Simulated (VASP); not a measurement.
# WC (Fm-3m) in VASP: settings compared

Aim: see how the results for WC move with the level of theory and the settings. Levels: LDA, BLYP+D3(BJ), PBEsol. Tasks: single point, relaxation of cell and atoms.

Everything below comes from runs of VASP 6.6.1. Logs are shortened: lines on timing, memory, paths and dates and some standing lists are left out, and cuts for length are marked.

## Step 1: The cell of the first run

It takes space group Fm-3m (No. 225, cubic). Conventional cell: a = 4.324 Å, b = 4.324 Å, c = 4.324 Å, α = 90.00°, β = 90.00°, γ = 90.00°. W (site symmetry m-3m) has 6 C at 2.16 Å within 2.9 Å. C (site symmetry m-3m) has 6 W at 2.16 Å within 2.9 Å.

## Step 2: Single point, LDA

The input, INCAR:

```
ALGO = Normal
EDIFF = 1E-6
ENCUT = 520
GGA = CA
ISIF = 2
ISMEAR = 1
LASPH = T
LCHARG = T
LELF = T
LREAL = F
LVHAR = T
LWAVE = F
NBANDS = 16
NELM = 100
PREC = Accurate
SIGMA = 0.15
```

The input, KPOINTS:

```
k-points
0
Gamma
  9 9 9
```

The input, POSCAR:

```
WC
1.0
    0.0000000000      2.1620040472      2.1620040472
    2.1620040472      0.0000000000      2.1620040472
    2.1620040472      2.1620040472      0.0000000000
W C
1 1
Direct
    0.0000000000      0.0000000000      0.0000000000
    0.5000000000      0.5000000000      0.5000000000
```

Potentials or basis: VASP PAW LDA potentials, release 64 (W_sv, C).

Launch:

```sh
$ cat potpaw_LDA.64/W_sv/POTCAR potpaw_LDA.64/C/POTCAR > POTCAR
$ mpirun -np 1 vasp_std > vasp.out
```

OUTCAR:

```text
EDIFF = 1E-6
   ENCUT = 520
   GGA = CA
   ISIF = 2
   ISMEAR = 1
   LASPH = T
   LREAL = F
   NELM = 100
   PREC = Accurate

 ion  position               nearest neighbor table
   1  0.000  0.000  0.000-   2 2.16   2 2.16   2 2.16   2 2.16   2 2.16   2 2.16
   2  0.500  0.500  0.500-   1 2.16   1 2.16   1 2.16   1 2.16   1 2.16   1 2.16

  LATTYP: Found a face centered cubic cell.
 ALAT       =     4.3240080944

  Lattice vectors:

 A1 = (   0.0000000000,   2.1620040472,   2.1620040472)
 A2 = (   2.1620040472,   0.0000000000,   2.1620040472)
 A3 = (   2.1620040472,   2.1620040472,   0.0000000000)

Analysis of symmetry for initial positions (statically):
=====================================================================
 Subroutine PRICEL returns:
 Original cell was already a primitive cell.

 Routine SETGRP: Setting up the symmetry group for a
 face centered cubic supercell.

 Subroutine GETGRP returns: Found 48 space group operations
 (whereof 48 operations were pure point group operations)
 out of a pool of 48 trial point group operations.

The static configuration has the point symmetry O_h .

Analysis of symmetry for dynamics (positions and initial velocities):
=====================================================================
 Subroutine PRICEL returns:
 Original cell was already a primitive cell.

 Routine SETGRP: Setting up the symmetry group for a
 face centered cubic supercell.

 Subroutine GETGRP returns: Found 48 space group operations
 (whereof 48 operations were pure point group operations)
 out of a pool of 48 trial point group operations.

The dynamic configuration has the point symmetry O_h .

 Subroutine INISYM returns: Found 48 space group operations
 (whereof 48 operations are pure point group operations),
 and found     1 'primitive' translations

----------------------------------------------------------------------------------------

                                     Primitive cell

  volume of cell :      20.2115

  direct lattice vectors                    reciprocal lattice vectors
     0.000000000  2.162004047  2.162004047    -0.231266912  0.231266912  0.231266912
     2.162004047  0.000000000  2.162004047     0.231266912 -0.231266912  0.231266912
     2.162004047  2.162004047  0.000000000     0.231266912  0.231266912 -0.231266912

  length of vectors
     3.057535445  3.057535445  3.057535445     0.400566042  0.400566042  0.400566042

  position of ions in fractional coordinates (direct lattice)
     0.000000000  0.000000000  0.000000000
     0.500000000  0.500000000  0.500000000

[... 72 lines left out ...]
   LSORBIT =      F    spin-orbit coupling
   LASPH  =      T    aspherical Exc in radial PAW
   ENCUT  =  520.0 eV  38.22 Ry    6.18 a.u.   5.68  5.68  5.68*2*pi/ulx,y,z
   NELM   =    100;   NELMIN=  2; NELMDL= -5     # of ELM steps
   EDIFF  = 0.1E-05   stopping-criterion for ELM
   LREAL  =      F    real-space projection
   EDIFFG = 0.1E-04   stopping-criterion for IOM
   NSW    =      0    number of steps for IOM
   IBRION =     -1    ionic relax: 0-MD 1-quasi-New 2-CG
   NFREE  =      0    steps in history (QN), initial steepest desc. (CG)
   ISIF   =      2    stress and relaxation
   ISYM   =      2    0-nonsym 1-usesym 2-fastsym
   POTIM  = 0.5000    time-step for ionic-motion
   TEBEG  =    0.0;   TEEND  =   0.0 temperature during run
   PSTRESS=    0.0 pullay stress
   NELECT =      18.0000    total number of electrons
   NUPDOWN=      -1.0000    fix difference up-down
   EMIN   =  10.00;   EMAX   =-10.00  energy-range for DOS
   EFERMI =   0.00;   METHOD = LEGACY
   ISMEAR =     1;   SIGMA  =   0.15  broadening in eV -4-tet -1-fermi 0-gaus
   EFERMI_NEDOS =   21; number of points for ismear=-14 and -15
   IALGO  =     38    algorithm
   IMIX   =      4    mixing-type and parameters
     AMIX     =   0.40;   BMIX     =  1.00
     AMIX_MAG =   1.60;   BMIX_MAG =  1.00
  volume/ion in A,a.u.               =      10.11        68.20
  Fermi-wavevector in a.u.,A,eV,Ry     =   1.575067  2.976446 33.753844  2.480838
  Thomas-Fermi vector in A             =   2.676107
   LORBIT       =      0    0 simple, 1 ext, 2 COOP (PROOUT), +10 PAW based schemes
   GGA     = CA    functional components
   LHFCALC =     F    Hartree Fock is set to
   AEXX    =    0.0000 exact exchange contribution
   IVDW    =     0    specifies the selected vdW correction
   LEPSILON=     F    determine dielectric tensor
   LRPA    =     F    only Hartree local field effects (RPA)
 non-spin polarized calculation
 Methfessel and Paxton  Order N= 1 SIGMA  =   0.15
  energy-cutoff  :      520.00
  volume of cell :       20.21
 maximum number of plane-waves:       556
   NGX = 11   NGY = 11   NGZ = 11

 number of electron      17.9999999 magnetization

 Free energy of the ion-electron system (eV)
  ---------------------------------------------------
  ext. energy  EPLUGINS =         0.00000000
  ---------------------------------------------------
  free energy    TOTEN  =       -23.78480640 eV

  energy without entropy =      -23.77895373  energy(sigma->0) =      -23.78285551

 E-fermi :  12.8330     XC(G=0): -14.1285

 val. band max:       12.8014355748   @ k =   0.3333   0.0000   0.0000
 cond. band min:      12.8412162285   @ k =   0.2222   0.0000   0.0000
 fundamental gap:      0.0397806537
 Fermi energy:        12.8329863757

 k-point     1 :       0.0000    0.0000    0.0000
  band No.  band energies     occupation
      1     -61.9756      2.00000
      2     -26.2242      2.00000
      3     -26.2242      2.00000
      4     -26.2242      2.00000
      5      -3.0451      2.00000
      6      10.0338      2.00000
[... 433 lines left out ...]
      3     -26.4655      2.00000
      4     -26.4655      2.00000
      5      -0.7790      2.00000
      6       6.9305      2.00000
[... 8 lines left out ...]
     15      25.1743      0.00000
     16      30.8351      0.00000

 [... further k-points ...]
[... 5 lines left out ...]
  --------------------------------------------------------------------------------------
  -------------------------------------------------------------------------------------
  Total        0.3011552      0.3011552      0.3011552      0.0000000      0.0000000     -0.0000000
  in kB       23.8726944     23.8726944     23.8726944      0.0000000      0.0000000     -0.0000000
  external PRESSURE =      23.8726944 kB  Pullay stress =       0.0000000 kB

 VOLUME and BASIS-vectors are now :
 -----------------------------------------------------------------------------
  energy-cutoff  :      520.00
  volume of cell :       20.21
      direct lattice vectors                 reciprocal lattice vectors
     0.000000000  2.162004047  2.162004047    -0.231266912  0.231266912  0.231266912
     2.162004047  0.000000000  2.162004047     0.231266912 -0.231266912  0.231266912
     2.162004047  2.162004047  0.000000000     0.231266912  0.231266912 -0.231266912

 POSITION                                       TOTAL-FORCE (eV/Angst)
 -----------------------------------------------------------------------------------
      0.00000      0.00000      0.00000         0.000000      0.000000     -0.000000
      2.16200      2.16200      2.16200        -0.000000     -0.000000      0.000000
 -----------------------------------------------------------------------------------
    total drift:                                0.000000     -0.000000     -0.000000

  FREE ENERGIE OF THE ION-ELECTRON SYSTEM (eV)
  ---------------------------------------------------
  free  energy   TOTEN  =       -23.7848063980 eV

  energy  without entropy=      -23.7789537303  energy(sigma->0) =      -23.78285551
```

It took 8.8 s on 1 thread of Intel Xeon 8259CL, shared host; peak memory 0.13 GiB.

Results:

- Free energy: -23.7848 eV
- Pressure: 2.4 GPa
- Band gap on the k mesh: zero (band 9 reaches 13.89 eV, above the bottom of band 10 at 10.71 eV)

Levels at points of the mesh, in eV from the Fermi level:
| k point | band 6 | band 7 | band 8 | band 9 | band 10 | band 11 | band 12 | band 13 |
| --- | --- | --- | --- | --- | --- | --- | --- | --- |
| (0.00, 0.00, 0.00) | -2.80 | -2.80 | -2.80 | -1.01 | -1.01 | -1.01 | -0.90 | -0.90 |

Caveat: spin-orbit coupling is left out, which moves the levels of the heavy elements.

## Step 3: Relaxation of cell and atoms, BLYP+D3(BJ)

This run uses another cell than the first one, of 10.54 Å³/atom, 1.043 times its volume.

The input, INCAR:

```
AGGAC = 1.0 ; AGGAX = 1.0
ALDAC = 0.0 ; ALDAX = 1.0
ALGO = Normal ; EDIFF = 1E-7
EDIFFG = -0.01 ; ENCUT = 600
GGA = B5 ; IBRION = 2
ISIF = 3 ; ISMEAR = 1
IVDW = 12 ; LASPH = True
LCHARG = False ; LREAL = False
LWAVE = False ; NELM = 100
NSW = 80 ; PREC = Accurate
SIGMA = 0.15 ; VDW_A1 = 0.4298
VDW_A2 = 4.2359 ; VDW_S6 = 1.0
VDW_S8 = 2.6996
```

KPOINTS is that of step 2.

The input, POSCAR:

```
WC
1.0
    0.0000000000      2.1926840000      2.1926840000
    2.1926840000      0.0000000000      2.1926840000
    2.1926840000      2.1926840000      0.0000000000
W C
1 1
Direct
    0.0000000000      0.0000000000      0.0000000000
    0.5000000000      0.5000000000      0.5000000000
```

Potentials or basis: VASP PAW PBE potentials, release 64 (W_sv, C).

Launch:

```sh
$ cat potpaw_PBE.64/W_sv/POTCAR potpaw_PBE.64/C/POTCAR > POTCAR
$ mpirun -np 1 vasp_std > vasp.out
```

OUTCAR:

```text
EDIFF = 1E-7
   EDIFFG = -0.01
   ENCUT = 600
   GGA = B5
   IBRION = 2
   ISIF = 3
   ISMEAR = 1
   IVDW = 12
   LASPH = True
   LREAL = False
   NELM = 100
   NSW = 80
   PREC = Accurate
 IVDW          = 12

 ion  position               nearest neighbor table
   1  0.000  0.000  0.000-   2 2.19   2 2.19   2 2.19   2 2.19   2 2.19   2 2.19
   2  0.500  0.500  0.500-   1 2.19   1 2.19   1 2.19   1 2.19   1 2.19   1 2.19

  LATTYP: Found a face centered cubic cell.
 ALAT       =     4.3853680000

  Lattice vectors:

 A1 = (   0.0000000000,   2.1926840000,   2.1926840000)
 A2 = (   2.1926840000,   0.0000000000,   2.1926840000)
 A3 = (   2.1926840000,   2.1926840000,   0.0000000000)

Analysis of symmetry for initial positions (statically):
=====================================================================
 Subroutine PRICEL returns:
 Original cell was already a primitive cell.

 Routine SETGRP: Setting up the symmetry group for a
 face centered cubic supercell.

 Subroutine GETGRP returns: Found 48 space group operations
 (whereof 48 operations were pure point group operations)
 out of a pool of 48 trial point group operations.

The static configuration has the point symmetry O_h .

Analysis of symmetry for dynamics (positions and initial velocities):
=====================================================================
 Subroutine PRICEL returns:
 Original cell was already a primitive cell.

 Routine SETGRP: Setting up the symmetry group for a
 face centered cubic supercell.
[... 153 lines left out ...]
  free energy    TOTEN  =       -19.09809625 eV

  energy without entropy =      -19.09190078  energy(sigma->0) =      -19.09603109

------------------------ aborting loop because EDIFF is reached ----------------------------------------

 Edisp (eV)   -2.11400

 E8    (eV) :    -1.5881
[... 71 lines left out ...]
--------------------------------------- Ionic step        3  -------------------------------------------

 number of electron      18.0000002 magnetization

 Free energy of the ion-electron system (eV)
  ---------------------------------------------------
  ext. energy  EPLUGINS =         0.00000000
  ---------------------------------------------------
  free energy    TOTEN  =       -19.08267707 eV

  energy without entropy =      -19.07638364  energy(sigma->0) =      -19.08057926

 E-fermi :  12.9051     XC(G=0): -13.0482

 val. band max:       12.8670850731   @ k =   0.3333   0.0000   0.0000
 cond. band min:      12.9068531107   @ k =  -0.2222   0.1111   0.0000
 fundamental gap:      0.0397680377
 Fermi energy:        12.9051058668

 k-point     1 :       0.0000    0.0000    0.0000
  band No.  band energies     occupation
      1     -62.0153      2.00000
      2     -26.2711      2.00000
      3     -26.2711      2.00000
      4     -26.2711      2.00000
      5      -2.6755      2.00000
      6      10.2835      2.00000
      7      10.2835      2.00000
      8      10.2835      2.00000
      9      11.8967      2.00000
     10      11.8967      2.00000
     11      11.8967      2.00000
     12      12.0641      2.00000
     13      12.0641      2.00000
[... 354 lines left out ...]
  band No.  band energies     occupation
      1     -61.9643      2.00000
      2     -26.7993      2.00000
      3     -26.4803      2.00000
      4     -26.4803      2.00000
      5      -0.5580      2.00000
      6       7.3176      2.00000
      7       7.4197      2.00000
      8      10.4430      2.00000
      9      10.4430      2.00000
     10      13.7951     -0.00000
     11      15.3124     -0.00000
     12      15.3124     -0.00000
     13      19.0786      0.00000

 [... further k-points ...]

------------------------ aborting loop because EDIFF is reached ----------------------------------------

 Edisp (eV)   -2.13076

 E8    (eV) :    -1.6007
[... 25 lines left out ...]
  FREE ENERGIE OF THE ION-ELECTRON SYSTEM (eV)
  ---------------------------------------------------
  free  energy   TOTEN  =       -21.2134335885 eV

  energy  without entropy=      -21.2071401655  energy(sigma->0) =      -21.21133578

 reached required accuracy - stopping structural energy minimisation
```

OSZICAR:

```text
N       E                     dE             d eps       ncg     rms          rms(c)
DAV:   1     0.118687284165E+03    0.11869E+03   -0.10554E+04   910   0.169E+03
DAV:   2    -0.181533565934E+02   -0.13684E+03   -0.13314E+03   995   0.393E+02
DAV:   3    -0.231119099542E+02   -0.49586E+01   -0.48287E+01  1143   0.662E+01
DAV:   4    -0.231733285845E+02   -0.61419E-01   -0.61275E-01   965   0.740E+00
[... 24 lines left out ...]
DAV:   4    -0.190826638584E+02    0.15090E-02   -0.47479E-03  1090   0.828E-01    0.241E-01
DAV:   5    -0.190826835010E+02   -0.19643E-04   -0.16520E-04   995   0.159E-01    0.208E-02
DAV:   6    -0.190826767481E+02    0.67529E-05   -0.22517E-05  1095   0.386E-02    0.206E-03
DAV:   7    -0.190826770238E+02   -0.27574E-06   -0.77424E-07   980   0.867E-03    0.144E-03
DAV:   8    -0.190826770653E+02   -0.41488E-07   -0.79678E-09   495   0.994E-04
   3 F= -.21213434E+02 E0= -.21211336E+02  d E =-.133744E-02
```

Run time: 86 s. Hardware: 1 thread of Intel Xeon 8259CL, shared host; peak memory 0.18 GiB.

Results:

```yaml
Free_energy: -21.2134 eV
Relaxed_volume: 10.46 Å³/atom
Relaxed_cell: a = 3.093 Å, b = 3.093 Å, c = 3.093 Å, α = 60.00°, β = 60.00°, γ = 60.00°
Space_group_after_relaxing_to_0.05_Å: Fm-3m (No. 225)
Energy_gained_by_relaxing: 0.7 meV/atom
Ionic_steps: 3
Pressure_after_relaxing: 0.0 GPa
Dispersion_energy_per_atom: -1.065 eV
```

The path:
```csv
step,energy change (eV),largest force (eV/Å),pressure (GPa),volume (Å³)
1,0.0000,0.0000,-2.68,21.08
2,0.0066,0.0000,6.88,20.55
3,-0.0013,0.0000,-0.01,20.93
```

Final structure:
```
CELL_PARAMETERS angstrom
0.00000 2.18723 2.18723
2.18723 0.00000 2.18723
2.18723 2.18723 0.00000
ATOMIC_POSITIONS crystal
W 0.00000 0.00000 0.00000
C 0.50000 0.50000 0.50000
```

Levels at points of the mesh, in eV from the Fermi level:
| k point | band 6 | band 7 | band 8 | band 9 | band 10 | band 11 | band 12 | band 13 |
| --- | --- | --- | --- | --- | --- | --- | --- | --- |
| (0.00, 0.00, 0.00) | -2.62 | -2.62 | -2.62 | -1.01 | -1.01 | -1.01 | -0.84 | -0.84 |

Caveat: the bands computed are all filled at some k points, so no gap is given; the PAW data sets were made with another functional, which shifts forces and pressure a little; spin-orbit coupling is left out, which moves the levels of the heavy elements.

(Continued in part 2 of 2.)
